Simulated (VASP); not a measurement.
# BaTiO3 (Pm-3m) in VASP: a series of runs

BaTiO3 is run at these levels: PBE; tasks: single point.

Program: VASP 6.6.1. These are calculated values, not measurements. Logs are shortened: lines on timing, memory, paths and dates and some standing lists are left out, and cuts for length are marked.

## 1. The cell of the first run

The structure is cubic, space group Pm-3m (No. 221). The conventional cell has a = 3.852 Å, b = 3.852 Å, c = 3.852 Å, α = 90.00°, β = 90.00°, γ = 90.00°. Within 3.6 Å of Ba (site symmetry m-3m) lie 12 O at 2.72 Å and 8 Ti at 3.34 Å. Ti (site symmetry m-3m) has 6 O at 1.93 Å within 2.6 Å. O (site symmetry 4/mmm) has 2 Ti at 1.93 Å within 2.6 Å.

## 2. Single point, PBE (volume scaled by 0.88)

Input file INCAR:

```
SYSTEM = BaTiO3
ALGO = Normal
EDIFF = 1E-6
ENCUT = 520
GGA = PE
ISIF = 2
ISMEAR = 0
LASPH = .True.
LCHARG = .True.
LELF = .True.
LREAL = .False.
LVHAR = .True.
LWAVE = .False.
NBANDS = 28
NELM = 60
PREC = Accurate
SIGMA = 0.02
```

Input file KPOINTS:

```
k-points
0
Gamma
  8 8 8
  0 0 0
```

Input file POSCAR:

```
BaTiO3
1.0
    3.8515811024      0.0000000000      0.0000000000
    0.0000000000      3.8515811024      0.0000000000
    0.0000000000      0.0000000000      3.8515811024
Ba Ti O
1 1 3
Direct
    0.5000000000      0.5000000000      0.5000000000
    0.0000000000      0.0000000000      0.0000000000
    0.5000000000      0.0000000000      0.0000000000
    0.0000000000      0.5000000000      0.0000000000
    0.0000000000      0.0000000000      0.5000000000
```

Potentials or basis: VASP PAW PBE potentials, release 64 (Ba_sv, Ti_sv, O).

Started as:

```
$ cat potpaw_PBE.64/Ba_sv/POTCAR potpaw_PBE.64/Ti_sv/POTCAR potpaw_PBE.64/O/POTCAR > POTCAR
$ mpirun -np 1 vasp_std > vasp.out
```

OUTCAR:

```text
SYSTEM = BaTiO3
   EDIFF = 1E-6
   ENCUT = 520
   GGA = PE
   ISIF = 2
   ISMEAR = 0
   LASPH = .True.
   LREAL = .False.
   NELM = 60
   PREC = Accurate

 ion  position               nearest neighbor table
   1  0.500  0.500  0.500-   3 2.72   4 2.72   5 2.72   3 2.72   4 2.72   3 2.72   5 2.72   3 2.72
                             4 2.72   5 2.72   4 2.72   5 2.72   2 3.34   2 3.34   2 3.34   2 3.34
   2  0.000  0.000  0.000-   3 1.93   4 1.93   5 1.93   5 1.93   4 1.93   3 1.93   1 3.34   1 3.34
                             1 3.34   1 3.34   1 3.34   1 3.34   1 3.34   1 3.34
   3  0.500  0.000  0.000-   2 1.93   2 1.93   1 2.72   1 2.72   1 2.72   1 2.72
   4  0.000  0.500  0.000-   2 1.93   2 1.93   1 2.72   1 2.72   1 2.72   1 2.72
   5  0.000  0.000  0.500-   2 1.93   2 1.93   1 2.72   1 2.72   1 2.72   1 2.72

  LATTYP: Found a simple cubic cell.
 ALAT       =     3.8515811024

  Lattice vectors:

 A1 = (   3.8515811024,   0.0000000000,   0.0000000000)
 A2 = (   0.0000000000,   3.8515811024,   0.0000000000)
 A3 = (   0.0000000000,   0.0000000000,   3.8515811024)

Analysis of symmetry for initial positions (statically):
=====================================================================
 Subroutine PRICEL returns:
 Original cell was already a primitive cell.

 Routine SETGRP: Setting up the symmetry group for a
 simple cubic supercell.

 Subroutine GETGRP returns: Found 48 space group operations
 (whereof 48 operations were pure point group operations)
 out of a pool of 48 trial point group operations.

The static configuration has the point symmetry O_h .

Analysis of symmetry for dynamics (positions and initial velocities):
=====================================================================
 Subroutine PRICEL returns:
 Original cell was already a primitive cell.

 Routine SETGRP: Setting up the symmetry group for a
 simple cubic supercell.

 Subroutine GETGRP returns: Found 48 space group operations
 (whereof 48 operations were pure point group operations)
 out of a pool of 48 trial point group operations.

The dynamic configuration has the point symmetry O_h .

 Subroutine INISYM returns: Found 48 space group operations
 (whereof 48 operations are pure point group operations),
 and found     1 'primitive' translations

----------------------------------------------------------------------------------------

                                     Primitive cell

  volume of cell :      57.1370

  direct lattice vectors                    reciprocal lattice vectors
     3.851581102  0.000000000  0.000000000     0.259633634  0.000000000  0.000000000
     0.000000000  3.851581102  0.000000000     0.000000000  0.259633634  0.000000000
     0.000000000  0.000000000  3.851581102     0.000000000  0.000000000  0.259633634

  length of vectors
     3.851581102  3.851581102  3.851581102     0.259633634  0.259633634  0.259633634

  position of ions in fractional coordinates (direct lattice)
     0.500000000  0.500000000  0.500000000
     0.000000000  0.000000000  0.000000000
     0.500000000  0.000000000  0.000000000
     0.000000000  0.500000000  0.000000000
     0.000000000  0.000000000  0.500000000

  ion indices of the primitive-cell ions
   primitive index   ion index
                 1           1
                 2           2
                 3           3
                 4           4
                 5           5

----------------------------------------------------------------------------------------

 KPOINTS: k-points

Automatic generation of k-mesh.
 Grid dimensions read from file:
 generate k-points for:    8    8    8

 Generating k-lattice:

  Cartesian coordinates                     Fractional coordinates (reciprocal lattice)
     0.032454204  0.000000000  0.000000000     0.125000000  0.000000000  0.000000000
     0.000000000  0.032454204  0.000000000     0.000000000  0.125000000  0.000000000
     0.000000000  0.000000000  0.032454204     0.000000000  0.000000000  0.125000000

  Length of vectors
     0.032454204  0.032454204  0.032454204

  Shift w.r.t. Gamma in fractional coordinates (k-lattice)
     0.000000000  0.000000000  0.000000000

 Subroutine IBZKPT returns following result:
 ===========================================

 Found     35 irreducible k-points:

 Following reciprocal coordinates:
            Coordinates               Weight
  0.000000  0.000000  0.000000      1.000000
  0.125000  0.000000  0.000000      6.000000
  0.250000  0.000000  0.000000      6.000000
  0.375000  0.000000  0.000000      6.000000
  0.500000  0.000000  0.000000      3.000000
  0.125000  0.125000  0.000000     12.000000
[... 16 lines left out ...]
  0.375000  0.375000  0.125000     24.000000
  0.500000  0.375000  0.125000     24.000000
 [... further k-points ...]
   k-points           NKPTS =     35   k-points in BZ     NKDIM =     35   number of bands    NBANDS=     28
   number of dos      NEDOS =    301   number of ions     NIONS =      5
   total plane-waves  NPLWV =  27000
   dimension x,y,z NGX =    30 NGY =   30 NGZ =   30
   dimension x,y,z NGXF=    60 NGYF=   60 NGZF=   60
   ions per type =               1   1   3
   NGX,Y,Z   is equivalent  to a cutoff of  12.95, 12.95, 12.95 a.u.
   NGXF,Y,Z  is equivalent  to a cutoff of  25.90, 25.90, 25.90 a.u.
 SYSTEM =  BaTiO3
   PREC   = accura    normal or accurate (medium, high low for compatibility)
   ISTART =      0    job   : 0-new  1-cont  2-samecut
   ICHARG =      2    charge: 1-file 2-atom 10-const
   ISPIN  =      1    spin polarized calculation?
   LNONCOLLINEAR =      F non collinear calculations
   LSORBIT =      F    spin-orbit coupling
   LASPH  =      T    aspherical Exc in radial PAW
   ENCUT  =  520.0 eV  38.22 Ry    6.18 a.u.   7.16  7.16  7.16*2*pi/ulx,y,z
   NELM   =     60;   NELMIN=  2; NELMDL= -5     # of ELM steps
   EDIFF  = 0.1E-05   stopping-criterion for ELM
   LREAL  =      F    real-space projection
   EDIFFG = 0.1E-04   stopping-criterion for IOM
   NSW    =      0    number of steps for IOM
   IBRION =     -1    ionic relax: 0-MD 1-quasi-New 2-CG
   NFREE  =      0    steps in history (QN), initial steepest desc. (CG)
   ISIF   =      2    stress and relaxation
   ISYM   =      2    0-nonsym 1-usesym 2-fastsym
   POTIM  = 0.5000    time-step for ionic-motion
   TEBEG  =    0.0;   TEEND  =   0.0 temperature during run
   PSTRESS=    0.0 pullay stress
   NELECT =      40.0000    total number of electrons
   NUPDOWN=      -1.0000    fix difference up-down
   EMIN   =  10.00;   EMAX   =-10.00  energy-range for DOS
   EFERMI =   0.00;   METHOD = LEGACY
   ISMEAR =     0;   SIGMA  =   0.02  broadening in eV -4-tet -1-fermi 0-gaus
   EFERMI_NEDOS =   21; number of points for ismear=-14 and -15
   IALGO  =     38    algorithm
   IMIX   =      4    mixing-type and parameters
     AMIX     =   0.40;   BMIX     =  1.00
     AMIX_MAG =   1.60;   BMIX_MAG =  1.00
  volume/ion in A,a.u.               =      11.43        77.12
  Fermi-wavevector in a.u.,A,eV,Ry     =   1.453636  2.746974 28.749909  2.113059
  Thomas-Fermi vector in A             =   2.570880
   LORBIT       =      0    0 simple, 1 ext, 2 COOP (PROOUT), +10 PAW based schemes
   GGA     = PE    functional components
   LHFCALC =     F    Hartree Fock is set to
   AEXX    =    0.0000 exact exchange contribution
   IVDW    =     0    specifies the selected vdW correction
   LEPSILON=     F    determine dielectric tensor
   LRPA    =     F    only Hartree local field effects (RPA)
 non-spin polarized calculation
 Gauss-broadening in eV      SIGMA  =   0.02
  energy-cutoff  :      520.00
  volume of cell :       57.14
 maximum number of plane-waves:      1568
 NGX is ok and might be reduce to    30
   NGX = 15   NGY = 15   NGZ = 15

 number of electron      40.0000030 magnetization

 Free energy of the ion-electron system (eV)
  ---------------------------------------------------
  ext. energy  EPLUGINS =         0.00000000
  ---------------------------------------------------
  free energy    TOTEN  =       -39.26654265 eV

  energy without entropy =      -39.26654265  energy(sigma->0) =      -39.26654265

 E-fermi :   4.9951     XC(G=0): -11.8796

 val. band max:        4.7737884330   @ k =   0.5000   0.5000   0.5000
 cond. band min:       6.7381131196   @ k =   0.0000   0.0000   0.0000
 fundamental gap:      1.9643246865
 Fermi energy:         4.9950779517

 k-point     1 :       0.0000    0.0000    0.0000
  band No.  band energies     occupation
      1     -51.3627      2.00000
      2     -27.6487      2.00000
      3     -27.6487      2.00000
      4     -27.6487      2.00000
      5     -19.8336      2.00000
      6     -12.3500      2.00000
[... 20 lines left out ...]
     27       9.9820      0.00000
     28      13.5258      0.00000

 k-point     2 :       0.1250    0.0000    0.0000
  band No.  band energies     occupation
      1     -51.3624      2.00000
      2     -27.6627      2.00000
      3     -27.6482      2.00000
      4     -27.6482      2.00000
      5     -19.8020      2.00000
      6     -12.3863      2.00000
[... 20 lines left out ...]
     27      10.3550      0.00000
     28      13.9236      0.00000

 k-point     3 :       0.2500    0.0000    0.0000
  band No.  band energies     occupation
      1     -51.3617      2.00000
      2     -27.6961      2.00000
      3     -27.6468      2.00000
      4     -27.6468      2.00000
      5     -19.7238      2.00000
      6     -12.5550      2.00000
[... 20 lines left out ...]
     27      11.3032      0.00000
     28      13.7116      0.00000

 k-point     4 :       0.3750    0.0000    0.0000
  band No.  band energies     occupation
      1     -51.3610      2.00000
      2     -27.7292      2.00000
      3     -27.6454      2.00000
      4     -27.6454      2.00000
      5     -19.6428      2.00000
      6     -12.7661      2.00000
[... 20 lines left out ...]
     27      12.4431      0.00000
     28      13.5283      0.00000

 k-point     5 :       0.5000    0.0000    0.0000
  band No.  band energies     occupation
      1     -51.3607      2.00000
      2     -27.7428      2.00000
      3     -27.6449      2.00000
      4     -27.6449      2.00000
      5     -19.6083      2.00000
      6     -12.8573      2.00000
[... 20 lines left out ...]
     27      13.0398      0.00000
     28      13.4514      0.00000

 k-point     6 :       0.1250    0.1250    0.0000
  band No.  band energies     occupation
      1     -51.3621      2.00000
      2     -27.6626      2.00000
      3     -27.6615      2.00000
      4     -27.6476      2.00000
      5     -19.7722      2.00000
      6     -12.3941      2.00000
[... 463 lines left out ...]
      5     -19.5548      2.00000
      6     -12.3900      2.00000
[... 20 lines left out ...]
     27      13.5013      0.00000
     28      14.1532      0.00000

 k-point    22 :       0.5000    0.2500    0.1250
  band No.  band energies     occupation
      1     -51.3594      2.00000
      2     -27.7381      2.00000
      3     -27.6898      2.00000
      4     -27.6564      2.00000
      5     -19.5290      2.00000
      6     -12.4223      2.00000
[... 20 lines left out ...]
     27      13.8232      0.00000
     28      14.0738      0.00000

 k-point    23 :       0.3750    0.3750    0.1250
  band No.  band energies     occupation
      1     -51.3590      2.00000
      2     -27.7230      2.00000
      3     -27.7220      2.00000
      4     -27.6556      2.00000
      5     -19.5053      2.00000
      6     -12.2056      2.00000
[... 20 lines left out ...]
     27      13.7895      0.00000
     28      14.4380      0.00000

 k-point    24 :       0.5000    0.3750    0.1250
  band No.  band energies     occupation
      1     -51.3587      2.00000
      2     -27.7356      2.00000
      3     -27.7215      2.00000
      4     -27.6550      2.00000
      5     -19.4845      2.00000
      6     -12.1479      2.00000
[... 20 lines left out ...]
     27      13.6135      0.00000
     28      14.5971      0.00000

 [... further k-points ...]

------------------------ aborting loop because EDIFF is reached ----------------------------------------

  FORCE on cell =-STRESS in cart. coord.  units (eV):
  Direction    XX          YY          ZZ          XY          YZ          ZX
  --------------------------------------------------------------------------------------
  -------------------------------------------------------------------------------------
  Total       10.8767764     10.8767764     10.8767764      0.0000000     -0.0000000      0.0000000
  in kB      304.9956463    304.9956463    304.9956463      0.0000000     -0.0000000      0.0000000
  external PRESSURE =     304.9956463 kB  Pullay stress =       0.0000000 kB

 VOLUME and BASIS-vectors are now :
 -----------------------------------------------------------------------------
  energy-cutoff  :      520.00
  volume of cell :       57.14
      direct lattice vectors                 reciprocal lattice vectors
     3.851581102  0.000000000  0.000000000     0.259633634  0.000000000  0.000000000
     0.000000000  3.851581102  0.000000000     0.000000000  0.259633634  0.000000000
     0.000000000  0.000000000  3.851581102     0.000000000  0.000000000  0.259633634

 POSITION                                       TOTAL-FORCE (eV/Angst)
 -----------------------------------------------------------------------------------
      1.92579      1.92579      1.92579         0.000000      0.000000      0.000000
      0.00000      0.00000      0.00000         0.000000      0.000000      0.000000
      1.92579      0.00000      0.00000         0.000000      0.000000      0.000000
      0.00000      1.92579      0.00000         0.000000      0.000000      0.000000
      0.00000      0.00000      1.92579         0.000000      0.000000      0.000000
 -----------------------------------------------------------------------------------
    total drift:                                0.000000     -0.000000      0.000000

  FREE ENERGIE OF THE ION-ELECTRON SYSTEM (eV)
  ---------------------------------------------------
  free  energy   TOTEN  =       -39.2665426505 eV

  energy  without entropy=      -39.2665426505  energy(sigma->0) =      -39.26654265
```

Wall time 44 s (1 thread of Intel Xeon 6975P-C, shared host); peak memory 0.21 GiB.

What came out:

| Item | Value |
| --- | --- |
| Free energy | -39.2665 eV |
| Pressure | 30.5 GPa |
| Band gap on the k mesh | 1.96 eV, indirect (least direct gap 1.98 eV) |

Caveat: spin-orbit coupling is left out, which moves the levels of the heavy elements.

## 3. Single point, PBE (volume scaled by 0.91)

Input file INCAR:

```
SYSTEM = BaTiO3
  PREC = Accurate
  ENCUT = 520
  EDIFF = 1E-6
  ISMEAR = 0
  SIGMA = 0.02
  LREAL = .False.
  LASPH = .True.
  NELM = 80
  ALGO = Normal
  ISIF = 2
  LWAVE = .False.
  LCHARG = .False.
  GGA = PE
  NBANDS = 28
```

Input file KPOINTS:

```
Automatic mesh
0
Gamma
  8 8 8
  0 0 0
```

Edit POSCAR of step 2 so:

```diff
@@ -2,5 +2,5 @@
 1.0
-    3.8515811024      0.0000000000      0.0000000000
-    0.0000000000      3.8515811024      0.0000000000
-    0.0000000000      0.0000000000      3.8515811024
+    3.8948609171      0.0000000000      0.0000000000
+    0.0000000000      3.8948609171      0.0000000000
+    0.0000000000      0.0000000000      3.8948609171
 Ba Ti O
```

Potentials or basis: VASP PAW PBE potentials, release 64 (Ba_sv, Ti_sv, O).

Started as:

```
$ cat potpaw_PBE.64/Ba_sv/POTCAR potpaw_PBE.64/Ti_sv/POTCAR potpaw_PBE.64/O/POTCAR > POTCAR
$ mpirun -np 1 vasp_std > vasp.out
```

Run time: 54 s. Hardware: 1 thread of Intel Xeon 6975P-C, shared host; peak memory 0.21 GiB.

It converged, with:

```yaml
Free_energy: -39.5829 eV
Pressure: 21.5 GPa
Band_gap_on_the_k_mesh: 1.90 eV, indirect (least direct gap 1.96 eV)
```

Levels at points of the mesh, in eV from the valence-band top:
| k point | band 17 | band 18 | band 19 | band 20 | band 21 | band 22 | band 23 | band 24 |
| --- | --- | --- | --- | --- | --- | --- | --- | --- |
| (0.00, 0.00, 0.00) | -1.23 | -0.06 | -0.06 | -0.06 | 1.90 | 1.90 | 1.90 | 4.47 |
| (0.50, 0.00, 0.00) | -1.92 | -1.92 | -0.70 | -0.70 | 2.10 | 3.91 | 3.91 | 4.50 |
| (0.50, 0.50, 0.00) | -1.67 | -0.81 | -0.81 | -0.10 | 3.92 | 3.92 | 4.36 | 5.47 |
| (0.50, 0.50, 0.50) | -2.34 | 0.00 | 0.00 | 0.00 | 4.69 | 4.69 | 4.69 | 7.11 |

Caveat: spin-orbit coupling is left out, which moves the levels of the heavy elements. A k mesh can miss the band edges.
